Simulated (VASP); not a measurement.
# In (P6_3/mmc) in VASP: further runs

Runs on In. Level: r2SCAN. Tasks: single point.

Program: VASP 6.6.1. These are calculated values, not measurements. Logs are shortened: lines on timing, memory, paths and dates and some standing lists are left out, and cuts for length are marked.

## 1. The cell of the first run

Symmetry: P6_3/mmc, No. 194, hexagonal system. The conventional cell has a = 3.417 Å, b = 3.417 Å, c = 5.644 Å, α = 90.00°, β = 90.00°, γ = 120.00°. In (site symmetry -6m2) has 12 In at 3.42 to 3.44 Å within 4.5 Å.

This isn't the form of In at room conditions, which is tetragonal.

## 2. Single point, r2SCAN

Contents of POSCAR:

```
In
1.0
    3.4168701911      0.0000000000      0.0000000000
   -1.7084345834      2.9590966492      0.0000000000
    0.0000000000      0.0000000000      5.6435650274
In
2
Direct
    0.3333333333      0.6666666667      0.2500000000
    0.6666666667      0.3333333333      0.7500000000
```

Contents of INCAR.step1:

```
ALGO     = Normal         # electronic algorithm
EDIFF    = 1E-4           # SCF threshold, eV
ENCUT    = 520            # plane-wave cutoff, eV
GGA      = PE             # functional
ISMEAR   = -1             # smearing method
LASPH    = True           # aspherical terms in the spheres
LCHARG   = False          # write CHGCAR
LREAL    = False          # projectors in reciprocal space
LWAVE    = True           # write WAVECAR
NBANDS   = 20             # bands
NELM     = 60             # most SCF steps
PREC     = Accurate       # precision mode
SIGMA    = 0.1            # smearing width, eV
```

Contents of INCAR.step2:

```
ALGO     = Normal         # electronic algorithm
EDIFF    = 1E-6           # SCF threshold, eV
ENCUT    = 520            # plane-wave cutoff, eV
ISIF     = 2              # what is computed and relaxed
ISMEAR   = -1             # smearing method
ISTART   = 1            
LASPH    = True           # aspherical terms in the spheres
LCHARG   = False          # write CHGCAR
LMIXTAU  = True         
LREAL    = False          # projectors in reciprocal space
LWAVE    = False          # write WAVECAR
METAGGA  = R2SCAN         # meta-GGA
NBANDS   = 20             # bands
NELM     = 60             # most SCF steps
PREC     = Accurate       # precision mode
SIGMA    = 0.1            # smearing width, eV
```

Contents of KPOINTS:

```
k-points
0
Gamma
  8 8 4
```

Potentials or basis: VASP PAW PBE potentials, release 64 (In_d).

On the command line:

```bash
$ cat potpaw_PBE.64/In_d/POTCAR > POTCAR
$ cp INCAR.step1 INCAR
$ mpirun -np 1 vasp_std > vasp.out
$ cp INCAR.step2 INCAR
$ mpirun -np 1 vasp_std > vasp.out
```

OUTCAR:

```text
EDIFF = 1E-6
   ENCUT = 520
   ISIF = 2
   ISMEAR = -1
   ISTART = 1
   LASPH = True
   LREAL = False
   METAGGA = R2SCAN
   NELM = 60
   PREC = Accurate

 ion  position               nearest neighbor table
   1  0.333  0.667  0.250-   2 3.44   2 3.44   2 3.44   2 3.44   2 3.44   2 3.44
   2  0.667  0.333  0.750-   1 3.44   1 3.44   1 3.44   1 3.44   1 3.44   1 3.44

  LATTYP: Found a hexagonal cell.
 ALAT       =     3.4168701911
 C/A-ratio  =     1.6516767427

  Lattice vectors:

 A1 = (   3.4168701911,   0.0000000000,   0.0000000000)
 A2 = (  -1.7084345834,   2.9590966492,   0.0000000000)
 A3 = (   0.0000000000,   0.0000000000,   5.6435650274)

Analysis of symmetry for initial positions (statically):
=====================================================================
 Subroutine PRICEL returns:
 Original cell was already a primitive cell.

 Routine SETGRP: Setting up the symmetry group for a
 hexagonal supercell.

 Subroutine GETGRP returns: Found 24 space group operations
 (whereof 12 operations were pure point group operations)
 out of a pool of 24 trial point group operations.

The static configuration has the point symmetry D_3d.
 The point group associated with its full space group is D_6h.

Analysis of symmetry for dynamics (positions and initial velocities):
=====================================================================
 Subroutine PRICEL returns:
 Original cell was already a primitive cell.

 Routine SETGRP: Setting up the symmetry group for a
 hexagonal supercell.

 Subroutine GETGRP returns: Found 24 space group operations
 (whereof 12 operations were pure point group operations)
 out of a pool of 24 trial point group operations.

The dynamic configuration has the point symmetry D_3d.
 The point group associated with its full space group is D_6h.

 Subroutine INISYM returns: Found 24 space group operations
 (whereof 12 operations are pure point group operations),
 and found     1 'primitive' translations

----------------------------------------------------------------------------------------

                                     Primitive cell

  volume of cell :      57.0612

  direct lattice vectors                    reciprocal lattice vectors
     3.416870191  0.000000000  0.000000000     0.292665493  0.168970436  0.000000000
    -1.708434583  2.959096649  0.000000000     0.000000000  0.337940973  0.000000000
     0.000000000  0.000000000  5.643565027     0.000000000  0.000000000  0.177192961

  length of vectors
     3.416870191  3.416870162  5.643565027     0.337940970  0.337940973  0.177192961

  position of ions in fractional coordinates (direct lattice)
     0.333333333  0.666666667  0.250000000
     0.666666667  0.333333333  0.750000000

  ion indices of the primitive-cell ions
   primitive index   ion index
                 1           1
                 2           2

----------------------------------------------------------------------------------------

 KPOINTS: k-points

Automatic generation of k-mesh.
 Grid dimensions read from file:
 generate k-points for:    8    8    4

 Generating k-lattice:

  Cartesian coordinates                     Fractional coordinates (reciprocal lattice)
     0.036583187  0.021121304  0.000000000     0.125000000 -0.000000000  0.000000000
     0.000000000  0.042242622  0.000000000     0.000000000  0.125000000  0.000000000
     0.000000000  0.000000000  0.044298240     0.000000000  0.000000000  0.250000000

  Length of vectors
     0.042242621  0.042242622  0.044298240

  Shift w.r.t. Gamma in fractional coordinates (k-lattice)
     0.000000000  0.000000000  0.000000000

 Subroutine IBZKPT returns following result:
 ===========================================

 Found     30 irreducible k-points:

 Following reciprocal coordinates:
            Coordinates               Weight
  0.000000  0.000000  0.000000      1.000000
  0.125000  0.000000  0.000000      6.000000
  0.250000  0.000000  0.000000      6.000000
  0.375000  0.000000  0.000000      6.000000
  0.500000  0.000000  0.000000      3.000000
  0.125000  0.125000  0.000000      6.000000
[... 16 lines left out ...]
  0.250000  0.000000  0.500000      6.000000
  0.375000  0.000000  0.500000      6.000000
 [... further k-points ...]
   k-points           NKPTS =     30   k-points in BZ     NKDIM =     30   number of bands    NBANDS=     20
   number of dos      NEDOS =    301   number of ions     NIONS =      2
   total plane-waves  NPLWV =  32928
   dimension x,y,z NGX =    28 NGY =   28 NGZ =   42
   dimension x,y,z NGXF=    56 NGYF=   56 NGZF=   84
   ions per type =               2
   NGX,Y,Z   is equivalent  to a cutoff of  13.62, 13.62, 12.37 a.u.
   NGXF,Y,Z  is equivalent  to a cutoff of  27.25, 27.25, 24.74 a.u.
 SYSTEM =  unknown system
   PREC   = accura    normal or accurate (medium, high low for compatibility)
   ISTART =      1    job   : 0-new  1-cont  2-samecut
   ICHARG =      0    charge: 1-file 2-atom 10-const
   ISPIN  =      1    spin polarized calculation?
   LNONCOLLINEAR =      F non collinear calculations
   LSORBIT =      F    spin-orbit coupling
   LASPH  =      T    aspherical Exc in radial PAW
   ENCUT  =  520.0 eV  38.22 Ry    6.18 a.u.   6.35  6.35 10.49*2*pi/ulx,y,z
   NELM   =     60;   NELMIN=  2; NELMDL=  0     # of ELM steps
   EDIFF  = 0.1E-05   stopping-criterion for ELM
   LREAL  =      F    real-space projection
[... 7 lines left out ...]
   TEBEG  =    0.0;   TEEND  =   0.0 temperature during run
   PSTRESS=    0.0 pullay stress
   NELECT =      26.0000    total number of electrons
   NUPDOWN=      -1.0000    fix difference up-down
   EMIN   =  10.00;   EMAX   =-10.00  energy-range for DOS
   EFERMI =   0.00;   METHOD = LEGACY
   ISMEAR =    -1;   SIGMA  =   0.10  broadening in eV -4-tet -1-fermi 0-gaus
   EFERMI_NEDOS =   21; number of points for ismear=-14 and -15
   IALGO  =     38    algorithm
   IMIX   =      4    mixing-type and parameters
     AMIX     =   0.40;   BMIX     =  1.00
     AMIX_MAG =   1.60;   BMIX_MAG =  1.00
  volume/ion in A,a.u.               =      28.53       192.53
  Fermi-wavevector in a.u.,A,eV,Ry     =   1.259753  2.380589 21.592157  1.586979
  Thomas-Fermi vector in A             =   2.393297
   LORBIT       =      0    0 simple, 1 ext, 2 COOP (PROOUT), +10 PAW based schemes
   METAGGA = R2SCAN    functional components
   LHFCALC =     F    Hartree Fock is set to
   AEXX    =    0.0000 exact exchange contribution
   IVDW    =     0    specifies the selected vdW correction
   LEPSILON=     F    determine dielectric tensor
   LRPA    =     F    only Hartree local field effects (RPA)
 non-spin polarized calculation
  energy-cutoff  :      520.00
  volume of cell :       57.06
 maximum number of plane-waves:      1566
 NGX is ok and might be reduce to    28
   NGX = 13   NGY = 13   NGZ = 21

 number of electron      26.0000001 magnetization

 Free energy of the ion-electron system (eV)
  ---------------------------------------------------
  ext. energy  EPLUGINS =         0.00000000
  ---------------------------------------------------
  free energy    TOTEN  =       -45.02357118 eV

  energy without entropy =      -44.97227817  energy(sigma->0) =      -44.99792467

 E-fermi :   6.5834     XC(G=0): -10.6185

 val. band max:        6.5079637856   @ k =   0.5000   0.0000   0.0000
 cond. band min:       6.5865460365   @ k =   0.2500   0.2500   0.5000
 fundamental gap:      0.0785822509
 Fermi energy:         6.5834205585

 k-point     1 :       0.0000    0.0000    0.0000
  band No.  band energies     occupation
      1      -8.6621      2.00000
      2      -8.6212      2.00000
      3      -8.5802      2.00000
      4      -8.5802      2.00000
      5      -8.5578      2.00000
      6      -8.5578      2.00000
[... 12 lines left out ...]
     19      17.9162      0.00000
     20      18.0661      0.00000

 k-point     2 :       0.1250    0.0000    0.0000
  band No.  band energies     occupation
      1      -8.6548      2.00000
      2      -8.6162      2.00000
      3      -8.5697      2.00000
      4      -8.5487      2.00000
      5      -8.5429      2.00000
      6      -8.5295      2.00000
[... 12 lines left out ...]
     19      17.1541      0.00000
     20      18.7470      0.00000

 k-point     3 :       0.2500    0.0000    0.0000
  band No.  band energies     occupation
      1      -8.6979      2.00000
      2      -8.5918      2.00000
      3      -8.5848      2.00000
      4      -8.5568      2.00000
      5      -8.5539      2.00000
      6      -8.4712      2.00000
[... 12 lines left out ...]
     19      16.1711      0.00000
     20      18.1002      0.00000

 k-point     4 :       0.3750    0.0000    0.0000
  band No.  band energies     occupation
      1      -8.7468      2.00000
      2      -8.6480      2.00000
      3      -8.6175      2.00000
      4      -8.5816      2.00000
      5      -8.5007      2.00000
      6      -8.4825      2.00000
[... 12 lines left out ...]
     19      15.1683      0.00000
     20      17.4130      0.00000

 k-point     5 :       0.5000    0.0000    0.0000
  band No.  band energies     occupation
      1      -8.7669      2.00000
      2      -8.6756      2.00000
      3      -8.6297      2.00000
      4      -8.5925      2.00000
      5      -8.4987      2.00000
      6      -8.4778      2.00000
[... 12 lines left out ...]
     19      14.7998      0.00000
     20      17.1300      0.00000

 k-point     6 :       0.1250    0.1250    0.0000
  band No.  band energies     occupation
      1      -8.6402      2.00000
      2      -8.6343      2.00000
      3      -8.5611      2.00000
      4      -8.5528      2.00000
      5      -8.5433      2.00000
      6      -8.5363      2.00000
[... 12 lines left out ...]
     19      17.3388      0.00000
     20      17.5643      0.00000

 k-point     7 :       0.2500    0.1250    0.0000
  band No.  band energies     occupation
      1      -8.6857      2.00000
      2      -8.6262      2.00000
      3      -8.5962      2.00000
      4      -8.5756      2.00000
      5      -8.5317      2.00000
      6      -8.4640      2.00000
[... 12 lines left out ...]
     19      15.7588      0.00000
     20      17.0125      0.00000
[... 277 lines left out ...]
 k-point    20 :       0.3750    0.2500    0.2500
  band No.  band energies     occupation
      1      -8.6628      2.00000
      2      -8.6302      2.00000
      3      -8.6093      2.00000
      4      -8.5468      2.00000
      5      -8.5151      2.00000
      6      -8.4335      2.00000
[... 12 lines left out ...]
     19      14.6438      0.00000
     20      19.5883      0.00000

 k-point    21 :       0.0000    0.0000    0.5000
  band No.  band energies     occupation
      1      -8.6345      2.00000
      2      -8.6345      2.00000
      3      -8.5920      2.00000
      4      -8.5920      2.00000
      5      -8.5920      2.00000
      6      -8.5920      2.00000
[... 12 lines left out ...]
     19      18.1767      0.00000
     20      18.1767      0.00000

 k-point    22 :       0.1250    0.0000    0.5000
  band No.  band energies     occupation
      1      -8.6337      2.00000
      2      -8.6337      2.00000
      3      -8.5882      2.00000
      4      -8.5882      2.00000
      5      -8.5595      2.00000
      6      -8.5595      2.00000
[... 12 lines left out ...]
     19      16.9721      0.00000
     20      16.9721      0.00000

 k-point    23 :       0.2500    0.0000    0.5000
  band No.  band energies     occupation
      1      -8.6619      2.00000
      2      -8.6619      2.00000
      3      -8.5870      2.00000
      4      -8.5870      2.00000
      5      -8.4936      2.00000
      6      -8.4936      2.00000
[... 12 lines left out ...]
     19      15.8992      0.00000
     20      15.8992      0.00000

 k-point    24 :       0.3750    0.0000    0.5000
  band No.  band energies     occupation
      1      -8.6905      2.00000
      2      -8.6905      2.00000
      3      -8.6318      2.00000
      4      -8.6318      2.00000
      5      -8.4702      2.00000
      6      -8.4702      2.00000
[... 12 lines left out ...]
     19      15.3050      0.00000
     20      15.3050      0.00000

 [... further k-points ...]

------------------------ aborting loop because EDIFF is reached ----------------------------------------

  FORCE on cell =-STRESS in cart. coord.  units (eV):
  Direction    XX          YY          ZZ          XY          YZ          ZX
  --------------------------------------------------------------------------------------
  -------------------------------------------------------------------------------------
  Total       -1.0939941     -1.0939943     -0.5043588     -0.0000002     -0.0000000      0.0000000
  in kB      -30.7173959    -30.7174014    -14.1614916     -0.0000053     -0.0000000      0.0000000
  external PRESSURE =     -25.1987629 kB  Pullay stress =       0.0000000 kB

 VOLUME and BASIS-vectors are now :
 -----------------------------------------------------------------------------
  energy-cutoff  :      520.00
  volume of cell :       57.06
      direct lattice vectors                 reciprocal lattice vectors
     3.416870191  0.000000000  0.000000000     0.292665493  0.168970436  0.000000000
    -1.708434583  2.959096649  0.000000000     0.000000000  0.337940973  0.000000000
     0.000000000  0.000000000  5.643565027     0.000000000  0.000000000  0.177192961

 POSITION                                       TOTAL-FORCE (eV/Angst)
 -----------------------------------------------------------------------------------
      0.00000      1.97273      1.41089         0.000000     -0.000000     -0.000000
      1.70844      0.98637      4.23267        -0.000000      0.000000      0.000000
 -----------------------------------------------------------------------------------
    total drift:                               -0.000000      0.000000      0.000000

  FREE ENERGIE OF THE ION-ELECTRON SYSTEM (eV)
  ---------------------------------------------------
  free  energy   TOTEN  =       -45.0235711770 eV

  energy  without entropy=      -44.9722781691  energy(sigma->0) =      -44.99792467
```

Run time: 58 s. Hardware: 1 thread of Intel Xeon 6975P-C (Granite Rapids), shared host; peak memory 0.19 GiB.

What came out:

```
Free energy            : -45.0236 eV
Pressure               : -2.5 GPa
Band gap on the k mesh : zero (bands 13 and 14 overlap by 6.07 eV)
```

Levels at points of the mesh, in eV from the Fermi level:
```tsv
k point	band 11	band 12	band 13	band 14	band 15	band 16
(0.00, 0.00, 0.00)	-9.48	-4.62	-3.27	8.28	8.28	10.08
(0.50, 0.00, 0.00)	-4.94	-4.09	-0.08	0.27	0.89	3.00
(0.00, 0.00, 0.50)	-8.14	-8.14	2.86	2.86	9.27	9.27
(0.50, 0.00, 0.50)	-3.70	-3.70	-2.59	-2.59	5.57	5.57
```

Caveat: the PAW data sets were made with another functional, which shifts forces and pressure a little; spin-orbit coupling is left out, which moves the levels of the heavy elements.

## 3. Single point, r2SCAN

This run uses another cell than the first one, of 29.19 Å³/atom.

Contents of POSCAR:

```
In
1.0
    3.4431548409      0.0000000000      0.0000000000
   -1.7215769043      2.9818598257      0.0000000000
    0.0000000000      0.0000000000      5.6869787721
In
2
Direct
    0.3333333333      0.6666666667      0.2500000000
    0.6666666667      0.3333333333      0.7500000000
```

Contents of INCAR.step1:

```
SYSTEM = In
PREC = Accurate ; ENCUT = 520
ISMEAR = -1 ; SIGMA = 0.1
LREAL = .FALSE. ; LASPH = .TRUE.
NELM = 100 ; NBANDS = 20
GGA = PE ; ALGO = Normal
EDIFF = 1E-4 ; LWAVE = .TRUE.
LCHARG = .FALSE.
```

Contents of INCAR.step2:

```
SYSTEM = In
PREC = Accurate ; ENCUT = 520
EDIFF = 1E-6 ; ISMEAR = -1
SIGMA = 0.1 ; LREAL = .FALSE.
LASPH = .TRUE. ; NELM = 100
ALGO = Normal ; ISIF = 2
LWAVE = .FALSE. ; LCHARG = .TRUE.
METAGGA = R2SCAN ; LMIXTAU = .TRUE.
LELF = .TRUE. ; LVHAR = .TRUE.
NBANDS = 20 ; ISTART = 1
```

Contents of KPOINTS:

```
Automatic mesh
0
G
  8 8 4
  0 0 0
```

Potentials or basis: VASP PAW PBE potentials, release 64 (In_d).

On the command line:

```bash
$ cat potpaw_PBE.64/In_d/POTCAR > POTCAR
$ cp INCAR.step1 INCAR
$ mpirun -np 1 vasp_std > vasp.out
$ cp INCAR.step2 INCAR
$ mpirun -np 1 vasp_std > vasp.out
```

Wall time 58 s (1 thread of Intel Xeon 6975P-C (Granite Rapids), shared host); peak memory 0.19 GiB.

Results (log left out):

```yaml
Free_energy: -45.0019 eV
Pressure: -3.1 GPa
Band_gap_on_the_k_mesh: zero (bands 13 and 14 overlap by 5.92 eV)
```

Stress tensor (GPa, compression positive):
```
-3.65  0.00  0.00
 0.00 -3.65  0.00
 0.00  0.00 -2.00
```

Levels at points of the mesh, in eV from the Fermi level:
```csv
k point,band 9,band 10,band 11,band 12,band 13,band 14,band 15,band 16,band 17,band 18
"(0.00, 0.00, 0.00)",-14.93,-14.93,-9.32,-4.60,-3.17,8.12,8.12,9.89,9.89,10.00
"(0.50, 0.00, 0.00)",-14.90,-14.88,-4.90,-4.02,-0.14,0.27,0.90,2.98,4.05,7.48
"(0.00, 0.00, 0.50)",-14.98,-14.98,-8.01,-8.01,2.81,2.81,9.09,9.09,9.09,9.09
"(0.50, 0.00, 0.50)",-14.89,-14.89,-3.69,-3.69,-2.51,-2.51,5.49,5.49,5.86,5.86
```

Caveat: the cell stands under tension; the PAW data sets were made with another functional, which shifts forces and pressure a little; spin-orbit coupling is left out, which moves the levels of the heavy elements.
